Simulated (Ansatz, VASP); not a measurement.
**C: VASP beside Ansatz**

```
C
1.0
     0.00000    1.78122    1.73487
     1.78122    0.00000    1.73487
     1.78122    1.78122    0.00000
C
2
Direct
  0.50000 0.50000 0.50000
  0.75000 0.75000 0.75000
```

Change from the starting cell: strain +e along x and -e along y +0.0000, strain +e along z and -e/2 along x and y -0.0175.

Alike in both runs: task single point; functional LDA; k mesh 12 × 12 × 12; occupations gaussian, width 0.05 eV; no spin polarisation.

```csv
,VASP,Ansatz
version,VASP 6.6.1,Ansatz 0.2.0
potentials or method,"VASP PAW LDA potentials, release 64 (C_h), cutoff 1300 eV","scalar-relativistic, plane waves, PAW"
valence electrons in the cell,8,8
```

```tsv
	VASP	Ansatz	Ansatz less VASP
gap on the k mesh at the Fermi level (eV)	3.53	3.53	+0.006
least direct gap on the mesh (eV)	5.15	5.15	-0.002
pressure (GPa)	1.1	0.1	-1.00
traceless stress, the component that is largest in VASP (GPa)	16.34	16.35	+0.009
```

Ansatz warns that its potentials were made for another functional, while VASP's fit it. LDA's correlation is that of Perdew and Zunger in VASP and of Perdew and Wang (1992) in Ansatz.
